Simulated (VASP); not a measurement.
# HfC (P6_3/mmc) in VASP: a series of runs

HfC is run at these levels: PBE; tasks: single point, relaxation of cell and atoms.

Program: VASP 6.6.1. These are calculated values, not measurements. Logs are shortened: lines on timing, memory, paths and dates and some standing lists are left out, and cuts for length are marked.

## 1. The cell of the first run

Symmetry: P6_3/mmc, No. 194, hexagonal system. Conventional cell: a = 3.343 Å, b = 3.343 Å, c = 5.203 Å, α = 90.00°, β = 90.00°, γ = 120.00°. Hf (site symmetry -6m2) has 6 C at 2.33 Å within 3.1 Å. C (site symmetry -3m) has 6 Hf at 2.33 Å and 2 C at 2.60 Å within 3.1 Å.

## 2. Single point, PBE

INCAR reads:

```
SYSTEM = HfC
  ALGO = Normal
  EDIFF = 1E-6
  ENCUT = 520
  GGA = PE
  ISIF = 2
  ISMEAR = 0
  LASPH = .True.
  LCHARG = .False.
  LREAL = .False.
  LWAVE = .False.
  NBANDS = 22
  NELM = 100
  PREC = Accurate
  SIGMA = 0.1
```

KPOINTS reads:

```
k-points
0
Gamma
  6 6 4
  0 0 0
```

POSCAR reads:

```
HfC
1.0
    3.3428659700      0.0000000000      0.0000000000
   -1.6714329900      2.8950068500      0.0000000000
    0.0000000000      0.0000000000      5.2027139700
Hf C
2 2
Direct
    0.6666666700      0.3333333300      0.7500000000
    0.3333333300      0.6666666700      0.2500000000
    0.0000000000      0.0000000000      0.0000000000
    0.0000000000      0.0000000000      0.5000000000
```

Potentials or basis: VASP PAW PBE potentials, release 64 (Hf_pv, C).

Launch:

```bash
$ cat potpaw_PBE.64/Hf_pv/POTCAR potpaw_PBE.64/C/POTCAR > POTCAR
$ mpirun -np 1 vasp_std > vasp.out
```

OUTCAR:

```text
SYSTEM = HfC
   EDIFF = 1E-6
   ENCUT = 520
   GGA = PE
   ISIF = 2
   ISMEAR = 0
   LASPH = .True.
   LREAL = .False.
   NELM = 100
   PREC = Accurate

 ion  position               nearest neighbor table
   1  0.667  0.333  0.750-   3 2.33   4 2.33   3 2.33   4 2.33   3 2.33   4 2.33   2 3.24   2 3.24
                             2 3.24   2 3.24   2 3.24   2 3.24
   2  0.333  0.667  0.250-   3 2.33   4 2.33   3 2.33   4 2.33   3 2.33   4 2.33   1 3.24   1 3.24
                             1 3.24   1 3.24   1 3.24   1 3.24
   3  0.000  0.000  0.000-   1 2.33   2 2.33   1 2.33   2 2.33   1 2.33   2 2.33
   4  0.000  0.000  0.500-   1 2.33   2 2.33   1 2.33   2 2.33   1 2.33   2 2.33

  LATTYP: Found a hexagonal cell.
 ALAT       =     3.3428659700
 C/A-ratio  =     1.5563633172

  Lattice vectors:

 A1 = (   3.3428659700,   0.0000000000,   0.0000000000)
 A2 = (  -1.6714329900,   2.8950068500,   0.0000000000)
 A3 = (   0.0000000000,   0.0000000000,   5.2027139700)

Analysis of symmetry for initial positions (statically):
=====================================================================
 Subroutine PRICEL returns:
 Original cell was already a primitive cell.

 Routine SETGRP: Setting up the symmetry group for a
 hexagonal supercell.

 Subroutine GETGRP returns: Found 24 space group operations
 (whereof 12 operations were pure point group operations)
 out of a pool of 24 trial point group operations.

The static configuration has the point symmetry D_3d.
 The point group associated with its full space group is D_6h.

Analysis of symmetry for dynamics (positions and initial velocities):
=====================================================================
 Subroutine PRICEL returns:
 Original cell was already a primitive cell.

 Routine SETGRP: Setting up the symmetry group for a
 hexagonal supercell.

 Subroutine GETGRP returns: Found 24 space group operations
 (whereof 12 operations were pure point group operations)
 out of a pool of 24 trial point group operations.

The dynamic configuration has the point symmetry D_3d.
 The point group associated with its full space group is D_6h.

 Subroutine INISYM returns: Found 24 space group operations
 (whereof 12 operations are pure point group operations),
 and found     1 'primitive' translations

----------------------------------------------------------------------------------------

                                     Primitive cell

  volume of cell :      50.3499

  direct lattice vectors                    reciprocal lattice vectors
     3.342865970  0.000000000  0.000000000     0.299144509  0.172711164  0.000000000
    -1.671432990  2.895006850  0.000000000     0.000000000  0.345422326  0.000000000
     0.000000000  0.000000000  5.202713970     0.000000000  0.000000000  0.192207376

  length of vectors
     3.342865970  3.342865971  5.202713970     0.345422326  0.345422326  0.192207376

  position of ions in fractional coordinates (direct lattice)
     0.666666670  0.333333330  0.750000000
     0.333333330  0.666666670  0.250000000
     0.000000000  0.000000000  0.000000000
     0.000000000  0.000000000  0.500000000

  ion indices of the primitive-cell ions
   primitive index   ion index
                 1           1
                 2           2
                 3           3
                 4           4

----------------------------------------------------------------------------------------

 KPOINTS: k-points

Automatic generation of k-mesh.
 Grid dimensions read from file:
 generate k-points for:    6    6    4

 Generating k-lattice:

  Cartesian coordinates                     Fractional coordinates (reciprocal lattice)
     0.049857418  0.028785194  0.000000000     0.166666667  0.000000000  0.000000000
     0.000000000  0.057570388  0.000000000     0.000000000  0.166666667  0.000000000
     0.000000000  0.000000000  0.048051844     0.000000000  0.000000000  0.250000000

  Length of vectors
     0.057570388  0.057570388  0.048051844

  Shift w.r.t. Gamma in fractional coordinates (k-lattice)
     0.000000000  0.000000000  0.000000000

 Subroutine IBZKPT returns following result:
 ===========================================

 Found     21 irreducible k-points:

 Following reciprocal coordinates:
            Coordinates               Weight
  0.000000  0.000000  0.000000      1.000000
  0.166667 -0.000000  0.000000      6.000000
  0.333333 -0.000000  0.000000      6.000000
  0.500000  0.000000  0.000000      3.000000
  0.166667  0.166667  0.000000      6.000000
  0.333333  0.166667  0.000000     12.000000
[... 13 lines left out ...]
  0.333333  0.166667  0.500000     12.000000
  0.333333  0.333333  0.500000      2.000000
   k-points           NKPTS =     21   k-points in BZ     NKDIM =     21   number of bands    NBANDS=     22
   number of dos      NEDOS =    301   number of ions     NIONS =      4
   total plane-waves  NPLWV =  31360
   dimension x,y,z NGX =    28 NGY =   28 NGZ =   40
   dimension x,y,z NGXF=    56 NGYF=   56 NGZF=   80
   ions per type =               2   2
   NGX,Y,Z   is equivalent  to a cutoff of  13.92, 13.92, 12.78 a.u.
   NGXF,Y,Z  is equivalent  to a cutoff of  27.85, 27.85, 25.56 a.u.
 SYSTEM =  HfC
   PREC   = accura    normal or accurate (medium, high low for compatibility)
   ISTART =      0    job   : 0-new  1-cont  2-samecut
   ICHARG =      2    charge: 1-file 2-atom 10-const
   ISPIN  =      1    spin polarized calculation?
   LNONCOLLINEAR =      F non collinear calculations
   LSORBIT =      F    spin-orbit coupling
   LASPH  =      T    aspherical Exc in radial PAW
   ENCUT  =  520.0 eV  38.22 Ry    6.18 a.u.   6.22  6.22  9.67*2*pi/ulx,y,z
   NELM   =    100;   NELMIN=  2; NELMDL= -5     # of ELM steps
   EDIFF  = 0.1E-05   stopping-criterion for ELM
   LREAL  =      F    real-space projection
   EDIFFG = 0.1E-04   stopping-criterion for IOM
   NSW    =      0    number of steps for IOM
   IBRION =     -1    ionic relax: 0-MD 1-quasi-New 2-CG
   NFREE  =      0    steps in history (QN), initial steepest desc. (CG)
   ISIF   =      2    stress and relaxation
   ISYM   =      2    0-nonsym 1-usesym 2-fastsym
   POTIM  = 0.5000    time-step for ionic-motion
   TEBEG  =    0.0;   TEEND  =   0.0 temperature during run
   PSTRESS=    0.0 pullay stress
   NELECT =      28.0000    total number of electrons
   NUPDOWN=      -1.0000    fix difference up-down
   EMIN   =  10.00;   EMAX   =-10.00  energy-range for DOS
   EFERMI =   0.00;   METHOD = LEGACY
   ISMEAR =     0;   SIGMA  =   0.10  broadening in eV -4-tet -1-fermi 0-gaus
   EFERMI_NEDOS =   21; number of points for ismear=-14 and -15
   IALGO  =     38    algorithm
   IMIX   =      4    mixing-type and parameters
     AMIX     =   0.40;   BMIX     =  1.00
     AMIX_MAG =   1.60;   BMIX_MAG =  1.00
  volume/ion in A,a.u.               =      12.59        84.94
  Fermi-wavevector in a.u.,A,eV,Ry     =   1.346257  2.544057 24.659310  1.812408
  Thomas-Fermi vector in A             =   2.474104
   LORBIT       =      0    0 simple, 1 ext, 2 COOP (PROOUT), +10 PAW based schemes
   GGA     = PE    functional components
   LHFCALC =     F    Hartree Fock is set to
   AEXX    =    0.0000 exact exchange contribution
   IVDW    =     0    specifies the selected vdW correction
   LEPSILON=     F    determine dielectric tensor
   LRPA    =     F    only Hartree local field effects (RPA)
 non-spin polarized calculation
 Gauss-broadening in eV      SIGMA  =   0.10
  energy-cutoff  :      520.00
  volume of cell :       50.35
 maximum number of plane-waves:      1375
 NGX is ok and might be reduce to    28
   NGX = 13   NGY = 13   NGZ = 19

 number of electron      28.0000002 magnetization

 Free energy of the ion-electron system (eV)
  ---------------------------------------------------
  ext. energy  EPLUGINS =         0.00000000
  ---------------------------------------------------
  free energy    TOTEN  =       -41.30208273 eV

  energy without entropy =      -41.29741103  energy(sigma->0) =      -41.29974688

 E-fermi :   6.0776     XC(G=0): -12.2811

 val. band max:        6.0323255985   @ k =   0.1667   0.1667   0.2500
 cond. band min:       6.2000663182   @ k =   0.1667  -0.0000   0.0000
 fundamental gap:      0.1677407198
 Fermi energy:         6.0775946356

 k-point     1 :       0.0000    0.0000    0.0000
  band No.  band energies     occupation
      1     -24.2108      2.00000
      2     -23.6519      2.00000
      3     -23.6519      2.00000
      4     -23.5624      2.00000
      5     -23.5624      2.00000
      6     -23.4730      2.00000
[... 14 lines left out ...]
     21      10.4218      0.00000
     22      14.5487      0.00000

 k-point     2 :       0.1667   -0.0000    0.0000
  band No.  band energies     occupation
      1     -24.1483      2.00000
      2     -23.7736      2.00000
      3     -23.6961      2.00000
      4     -23.6739      2.00000
      5     -23.5695      2.00000
      6     -23.4981      2.00000
[... 14 lines left out ...]
     21      11.9733      0.00000
     22      13.4059      0.00000

 k-point     3 :       0.3333   -0.0000    0.0000
  band No.  band energies     occupation
      1     -24.0177      2.00000
      2     -23.9968      2.00000
      3     -23.8789      2.00000
      4     -23.7730      2.00000
      5     -23.5943      2.00000
      6     -23.5740      2.00000
[... 14 lines left out ...]
     21      12.7038      0.00000
     22      13.3722      0.00000
[... 401 lines left out ...]
 k-point    20 :       0.3333    0.1667    0.5000
  band No.  band energies     occupation
      1     -24.1058      2.00000
      2     -24.1058      2.00000
      3     -23.8120      2.00000
      4     -23.8120      2.00000
      5     -23.6133      2.00000
      6     -23.6133      2.00000
[... 14 lines left out ...]
     21      13.7270      0.00000
     22      13.7270      0.00000

 k-point    21 :       0.3333    0.3333    0.5000
  band No.  band energies     occupation
      1     -24.0492      2.00000
      2     -24.0492      2.00000
      3     -23.9481      2.00000
      4     -23.9481      2.00000
      5     -23.5923      2.00000
      6     -23.5923      2.00000
[... 14 lines left out ...]
     21      13.5128      0.00000
     22      13.5128      0.00000

------------------------ aborting loop because EDIFF is reached ----------------------------------------

  FORCE on cell =-STRESS in cart. coord.  units (eV):
  Direction    XX          YY          ZZ          XY          YZ          ZX
  --------------------------------------------------------------------------------------
  -------------------------------------------------------------------------------------
  Total       -1.0741346     -1.0741346      0.8762819      0.0000000     -0.0000000      0.0000000
  in kB      -34.1798996    -34.1798996     27.8840550      0.0000001     -0.0000000      0.0000000
  external PRESSURE =     -13.4919147 kB  Pullay stress =       0.0000000 kB

 VOLUME and BASIS-vectors are now :
 -----------------------------------------------------------------------------
  energy-cutoff  :      520.00
  volume of cell :       50.35
      direct lattice vectors                 reciprocal lattice vectors
     3.342865970  0.000000000  0.000000000     0.299144509  0.172711164  0.000000000
    -1.671432990  2.895006850  0.000000000     0.000000000  0.345422326  0.000000000
     0.000000000  0.000000000  5.202713970     0.000000000  0.000000000  0.192207376

 POSITION                                       TOTAL-FORCE (eV/Angst)
 -----------------------------------------------------------------------------------
      1.67143      0.96500      3.90204        -0.000000      0.000000      0.000000
     -0.00000      1.93000      1.30068         0.000000      0.000000      0.000000
      0.00000      0.00000      0.00000         0.000000     -0.000000      0.000000
      0.00000      0.00000      2.60136         0.000000     -0.000000      0.000000
 -----------------------------------------------------------------------------------
    total drift:                               -0.000003      0.000002     -0.000000

  FREE ENERGIE OF THE ION-ELECTRON SYSTEM (eV)
  ---------------------------------------------------
  free  energy   TOTEN  =       -41.3020827295 eV

  energy  without entropy=      -41.2974110324  energy(sigma->0) =      -41.29974688
```

Wall time 19 s (1 thread of AMD EPYC 9R45 (Zen 5), shared host); peak memory 0.15 GiB.

What came out:

| Property | Result |
| --- | --- |
| Free energy | -41.3021 eV |
| Pressure | -1.3 GPa |
| Band gap on the k mesh | zero (band 14 reaches 7.45 eV, above the bottom of band 15 at 6.03 eV) |

Caveat: the k points lie up to 0.36 Å⁻¹ apart; spin-orbit coupling is left out, which moves the levels of the heavy elements.

## 3. Single point, PBE

This run uses another cell than the first one, of 12.55 Å³/atom, 0.997 times its volume.

INCAR reads:

```
SYSTEM = HfC
ALGO = Normal ; EDIFF = 1E-6
ENCUT = 520 ; GGA = PE
ISIF = 2 ; ISMEAR = 0
LASPH = .TRUE. ; LCHARG = .FALSE.
LREAL = .FALSE. ; LWAVE = .FALSE.
NBANDS = 22 ; NELM = 100
PREC = Accurate ; SIGMA = 0.1
```

KPOINTS reads:

```
k-points
0
G
  18 18 10
  0 0 0
```

POSCAR reads:

```
HfC
1.0
    3.3260318179      0.0000000029      0.0000000000
   -1.6630159114      2.8804280466      0.0000000000
    0.0000000000      0.0000000000      5.2407655377
Hf C
2 2
Direct
    0.6666666667      0.3333333333      0.7500000000
    0.3333333333      0.6666666667      0.2500000000
    0.0000000000      0.0000000000      0.0000000000
    0.0000000000      0.0000000000      0.5000000000
```

Potentials or basis: VASP PAW PBE potentials, release 64 (Hf_pv, C).

Launch:

```bash
$ cat potpaw_PBE.64/Hf_pv/POTCAR potpaw_PBE.64/C/POTCAR > POTCAR
$ mpirun -np 1 vasp_std > vasp.out
```

Wall time 3.6 min (1 thread of Intel Xeon 6975P-C, shared host); peak memory 0.34 GiB.

It converged, with:

| Quantity | Value |
| --- | --- |
| Free energy | -41.3092 eV |
| Pressure | -0.7 GPa |
| Band gap on the k mesh | zero (band 14 reaches 7.52 eV, above the bottom of band 15 at 6.25 eV) |

Stress tensor (GPa, compression positive):
```
-0.75  0.00  0.00
 0.00 -0.75  0.00
 0.00  0.00 -0.64
```

Levels at points of the mesh, in eV from the Fermi level:
```
           k point  band 10  band 11  band 12  band 13  band 14  band 15  band 16  band 17  band 18  band 19
(0.00, 0.00, 0.00)    -3.08    -3.08    -1.23    -1.23     0.95     1.42     1.42     1.96     1.96     2.13
(0.50, 0.00, 0.00)    -4.08    -3.49    -3.40    -1.81    -1.12     1.27     4.29     4.69     4.76     5.49
(0.00, 0.00, 0.50)    -3.20    -2.64    -2.64    -2.64    -2.64     3.92     3.92     3.92     3.92     4.02
(0.50, 0.00, 0.50)    -4.46    -3.11    -3.11    -2.41    -2.41     1.25     1.25     4.75     4.75     5.34
```

Caveat: spin-orbit coupling is left out, which moves the levels of the heavy elements.

(Continued in part 2 of 2.)
